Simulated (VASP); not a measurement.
# HfBe2Si2 (P4/mmm) in VASP: further runs, part 2 of 2

VASP 6.6.1.

### Step 3. Relaxation of cell and atoms, PBE

This run uses another cell than the first one, of 25.39 Å³/atom, 0.997 times its volume.

File INCAR:

```
  PREC = Accurate
  ENCUT = 600
  EDIFF = 1E-6
  ISMEAR = 0
  SIGMA = 0.1
  LREAL = F
  LASPH = T
  NELM = 80
  ALGO = Fast
  ISIF = 3
  LWAVE = F
  LCHARG = F
  GGA = PE
  IBRION = 2
  NSW = 100
  EDIFFG = -0.01
```

File KPOINTS:

```
Automatic mesh
0
Gamma
  8 8 8
```

File POSCAR:

```
HfBe2Si2
1.0
    5.0002264689      0.0000000000      0.0000000000
    0.0000000000      5.0002264689      0.0000000000
    0.0000000000      0.0000000000      5.0767575551
Hf Be Si
1 2 2
Direct
    0.0000000000      0.0000000000      0.5000000000
    0.5000000000      0.5000000000      0.5000000000
    0.0000000000      0.0000000000      0.0000000000
    0.0000000000      0.5000000000      0.5000000000
    0.5000000000      0.0000000000      0.5000000000
```

Potentials or basis: VASP PAW PBE potentials, release 64 (Hf_pv, Be, Si).

The run is started by

```console
> cat potpaw_PBE.64/Hf_pv/POTCAR potpaw_PBE.64/Be/POTCAR potpaw_PBE.64/Si/POTCAR > POTCAR
> mpirun -np 1 vasp_std > vasp.out
```

OUTCAR:

```text
PREC = Accurate
   ENCUT = 600
   EDIFF = 1E-6
   ISMEAR = 0
   LREAL = F
   LASPH = T
   NELM = 80
   ISIF = 3
   GGA = PE
   IBRION = 2
   NSW = 100
   EDIFFG = -0.01

 ion  position               nearest neighbor table
   1  0.000  0.000  0.500-   4 2.50   5 2.50   4 2.50   5 2.50   3 2.54   3 2.54
   2  0.500  0.500  0.500-   4 2.50   5 2.50   5 2.50   4 2.50
   3  0.000  0.000  0.000-   1 2.54   1 2.54
   4  0.000  0.500  0.500-   1 2.50   2 2.50   1 2.50   2 2.50
   5  0.500  0.000  0.500-   1 2.50   2 2.50   2 2.50   1 2.50

  LATTYP: Found a simple tetragonal cell.
 ALAT       =     5.0002264689
 C/A-ratio  =     1.0153055240

  Lattice vectors:

 A1 = (   5.0002264689,   0.0000000000,   0.0000000000)
 A2 = (   0.0000000000,   5.0002264689,   0.0000000000)
 A3 = (   0.0000000000,   0.0000000000,   5.0767575551)

Analysis of symmetry for initial positions (statically):
=====================================================================
 Subroutine PRICEL returns:
 Original cell was already a primitive cell.

 Routine SETGRP: Setting up the symmetry group for a
 simple tetragonal supercell.

 Subroutine GETGRP returns: Found 16 space group operations
 (whereof 16 operations were pure point group operations)
 out of a pool of 16 trial point group operations.

The static configuration has the point symmetry D_4h.

Analysis of symmetry for dynamics (positions and initial velocities):
=====================================================================
 Subroutine PRICEL returns:
 Original cell was already a primitive cell.

 Routine SETGRP: Setting up the symmetry group for a
 simple tetragonal supercell.

 Subroutine GETGRP returns: Found 16 space group operations
 (whereof 16 operations were pure point group operations)
 out of a pool of 16 trial point group operations.

The dynamic configuration has the point symmetry D_4h.

 Subroutine INISYM returns: Found 16 space group operations
 (whereof 16 operations are pure point group operations),
 and found     1 'primitive' translations

----------------------------------------------------------------------------------------

                                     Primitive cell

  volume of cell :     126.9304

  direct lattice vectors                    reciprocal lattice vectors
     5.000226469  0.000000000  0.000000000     0.199990942  0.000000000  0.000000000
     0.000000000  5.000226469  0.000000000     0.000000000  0.199990942  0.000000000
     0.000000000  0.000000000  5.076757555     0.000000000  0.000000000  0.196976119

  length of vectors
     5.000226469  5.000226469  5.076757555     0.199990942  0.199990942  0.196976119

  position of ions in fractional coordinates (direct lattice)
     0.000000000  0.000000000  0.500000000
     0.500000000  0.500000000  0.500000000
     0.000000000  0.000000000  0.000000000
     0.000000000  0.500000000  0.500000000
     0.500000000  0.000000000  0.500000000

  ion indices of the primitive-cell ions
   primitive index   ion index
                 1           1
                 2           2
                 3           3
                 4           4
                 5           5

[... 60 lines left out ...]
   NGXF,Y,Z  is equivalent  to a cutoff of  26.60, 26.60, 27.51 a.u.
 SYSTEM =  unknown system
   PREC   = accura    normal or accurate (medium, high low for compatibility)
   ISTART =      0    job   : 0-new  1-cont  2-samecut
   ICHARG =      2    charge: 1-file 2-atom 10-const
   ISPIN  =      1    spin polarized calculation?
   LNONCOLLINEAR =      F non collinear calculations
   LSORBIT =      F    spin-orbit coupling
   LASPH  =      T    aspherical Exc in radial PAW
   ENCUT  =  600.0 eV  44.10 Ry    6.64 a.u.   9.99  9.99 10.14*2*pi/ulx,y,z
   NELM   =     80;   NELMIN=  2; NELMDL= -5     # of ELM steps
   EDIFF  = 0.1E-05   stopping-criterion for ELM
   LREAL  =      F    real-space projection
   EDIFFG = -.1E-01   stopping-criterion for IOM
   NSW    =    100    number of steps for IOM
   IBRION =      2    ionic relax: 0-MD 1-quasi-New 2-CG
   NFREE  =      1    steps in history (QN), initial steepest desc. (CG)
   ISIF   =      3    stress and relaxation
   ISYM   =      2    0-nonsym 1-usesym 2-fastsym
   POTIM  = 0.5000    time-step for ionic-motion
   TEBEG  =    0.0;   TEEND  =   0.0 temperature during run
   PSTRESS=    0.0 pullay stress
   NELECT =      22.0000    total number of electrons
   NUPDOWN=      -1.0000    fix difference up-down
   EMIN   =  10.00;   EMAX   =-10.00  energy-range for DOS
   EFERMI =   0.00;   METHOD = LEGACY
   ISMEAR =     0;   SIGMA  =   0.10  broadening in eV -4-tet -1-fermi 0-gaus
   EFERMI_NEDOS =   21; number of points for ismear=-14 and -15
   IALGO  =     68    algorithm
   IMIX   =      4    mixing-type and parameters
     AMIX     =   0.40;   BMIX     =  1.00
     AMIX_MAG =   1.60;   BMIX_MAG =  1.00
  volume/ion in A,a.u.               =      25.39       171.31
  Fermi-wavevector in a.u.,A,eV,Ry     =   0.912768  1.724882 11.335635  0.833146
  Thomas-Fermi vector in A             =   2.037202
   LORBIT       =      0    0 simple, 1 ext, 2 COOP (PROOUT), +10 PAW based schemes
   GGA     = PE    functional components
   LHFCALC =     F    Hartree Fock is set to
   AEXX    =    0.0000 exact exchange contribution
   IVDW    =     0    specifies the selected vdW correction
   LEPSILON=     F    determine dielectric tensor
   LRPA    =     F    only Hartree local field effects (RPA)
 conjugate gradient relaxation of ions
 non-spin polarized calculation
 RMM-DIIS sequential band-by-band and
 Gauss-broadening in eV      SIGMA  =   0.10
  energy-cutoff  :      600.00
  volume of cell :      126.93
 maximum number of plane-waves:      4260
 NGX is ok and might be reduce to    40
   NGX = 19   NGY = 19   NGZ = 21

--------------------------------------- Ionic step        1  -------------------------------------------

 number of electron      21.9999999 magnetization

 Free energy of the ion-electron system (eV)
  ---------------------------------------------------
  ext. energy  EPLUGINS =         0.00000000
  ---------------------------------------------------
  free energy    TOTEN  =       -22.32757535 eV

  energy without entropy =      -22.30731590  energy(sigma->0) =      -22.31744562

------------------------ aborting loop because EDIFF is reached ----------------------------------------

  FORCE on cell =-STRESS in cart. coord.  units (eV):
  Direction    XX          YY          ZZ          XY          YZ          ZX
  --------------------------------------------------------------------------------------
  -------------------------------------------------------------------------------------
  Total        0.2281428      0.2281428      0.2029207      0.0000000      0.0000000      0.0000000
  in kB        2.8797282      2.8797282      2.5613631      0.0000000      0.0000000      0.0000000
  external PRESSURE =       2.7736065 kB  Pullay stress =       0.0000000 kB
[... 104 lines left out ...]
--------------------------------------- Ionic step        4  -------------------------------------------

 number of electron      21.9999999 magnetization

 Free energy of the ion-electron system (eV)
  ---------------------------------------------------
  ext. energy  EPLUGINS =         0.00000000
  ---------------------------------------------------
  free energy    TOTEN  =       -22.32833124 eV

  energy without entropy =      -22.30815399  energy(sigma->0) =      -22.31824262

 E-fermi :   1.7012     XC(G=0):  -8.0475

 val. band max:        1.6645307557   @ k =   0.1250   0.1250   0.1250
 cond. band min:       1.7283093932   @ k =   0.2500   0.0000   0.2500
 fundamental gap:      0.0637786374
 Fermi energy:         1.7011708825

 k-point     1 :       0.0000    0.0000    0.0000
  band No.  band energies     occupation
      1     -28.2093      2.00000
      2     -28.2093      2.00000
      3     -27.9898      2.00000
      4      -7.2105      2.00000
      5      -4.5669      2.00000
      6      -0.8699      2.00000
      7      -0.8699      2.00000
      8      -0.7622      2.00000
      9       0.3887      2.00000
     10       2.1425      0.00000
     11       2.3583      0.00000
     12       3.1628      0.00000
     13       3.1628      0.00000
     14       3.1973      0.00000
[... 401 lines left out ...]
      2     -28.2103      2.00000
      3     -27.9894      2.00000
      4      -6.0164      2.00000
      5      -5.4366      2.00000
      6      -1.6539      2.00000
      7      -1.3576      2.00000
      8       0.0005      2.00000
      9       0.4641      2.00000
     10       0.8631      2.00000
     11       1.0520      2.00000
     12       1.5100      1.99314
     13       3.0797      0.00000
     14       4.3262      0.00000
     15       4.8360      0.00000

 [... further k-points ...]
[... 5 lines left out ...]
  --------------------------------------------------------------------------------------
  -------------------------------------------------------------------------------------
  Total       -0.0234529     -0.0234529      0.0378150      0.0000000      0.0000000      0.0000000
  in kB       -0.2939788     -0.2939788      0.4740046      0.0000000      0.0000000      0.0000000
  external PRESSURE =      -0.0379843 kB  Pullay stress =       0.0000000 kB
[... 20 lines left out ...]
  FREE ENERGIE OF THE ION-ELECTRON SYSTEM (eV)
  ---------------------------------------------------
  free  energy   TOTEN  =       -22.3283312423 eV

  energy  without entropy=      -22.3081539918  energy(sigma->0) =      -22.31824262

 reached required accuracy - stopping structural energy minimisation
```

OSZICAR:

```text
N       E                     dE             d eps       ncg     rms          rms(c)
DAV:   1     0.563913356093E+02    0.56391E+02   -0.10894E+04  2410   0.135E+03
[... 33 lines left out ...]
       N       E                     dE             d eps       ncg     rms          rms(c)
DAV:   1    -0.223289255012E+02   -0.70508E-03   -0.12104E-02  2621   0.687E-01    0.256E-01
RMM:   2    -0.223283597103E+02    0.56579E-03   -0.10087E-03  2303   0.166E-01    0.462E-02
RMM:   3    -0.223283372354E+02    0.22475E-04   -0.35504E-04  2423   0.820E-02    0.654E-02
RMM:   4    -0.223283330938E+02    0.41416E-05   -0.49117E-05  2591   0.407E-02    0.246E-02
RMM:   5    -0.223283310280E+02    0.20658E-05   -0.15938E-05  2441   0.237E-02    0.656E-03
RMM:   6    -0.223283312423E+02   -0.21430E-06   -0.28731E-06  1578   0.107E-02
   4 F= -.22328331E+02 E0= -.22318243E+02  d E =-.111163E-03
```

It took 8.7 min on 1 thread of AMD EPYC 7R43 (Zen 3), shared host; peak memory 0.37 GiB.

Results:

- Free energy: -22.3283 eV
- Relaxed volume: 25.56 Å³/atom
- Relaxed cell: a = 5.010 Å, b = 5.010 Å, c = 5.093 Å, α = 90.00°, β = 90.00°, γ = 90.00°
- Space group after relaxing (to 0.05 Å): P4/mmm (No. 123)
- Energy gained by relaxing: 0.2 meV/atom
- Ionic steps: 4
- Pressure after relaxing: 0.0 GPa
- Band gap on the k mesh: zero (band 11 reaches 2.41 eV, above the bottom of band 12 at 1.45 eV)

Stress tensor (GPa, compression positive):
```
-0.03  0.00  0.00
 0.00 -0.03  0.00
 0.00  0.00  0.05
```

The path:
```tsv
step	energy change (eV)	largest force (eV/Å)	pressure (GPa)	volume (Å³)
1	0.0000	0.0000	0.28	126.93
2	-0.0006	0.0000	-0.01	127.74
3	-0.0006	0.0000	0.00	127.71
4	-0.0008	0.0000	0.00	127.82
```

Final structure:
```cif
data_structure
_symmetry_space_group_name_H-M 'P 1'
_symmetry_Int_Tables_number 1
_cell_length_a 5.0097
_cell_length_b 5.0097
_cell_length_c 5.0929
_cell_angle_alpha 90.000
_cell_angle_beta 90.000
_cell_angle_gamma 90.000
_cell_volume 127.82
loop_
_atom_site_label
_atom_site_type_symbol
_atom_site_fract_x
_atom_site_fract_y
_atom_site_fract_z
_atom_site_occupancy
Hf1 Hf 0.00000 0.00000 0.50000 1
Be1 Be 0.50000 0.50000 0.50000 1
Be2 Be 0.00000 0.00000 0.00000 1
Si1 Si 0.00000 0.50000 0.50000 1
Si2 Si 0.50000 0.00000 0.50000 1
```

Caveat: spin-orbit coupling is left out, which moves the levels of the heavy elements.
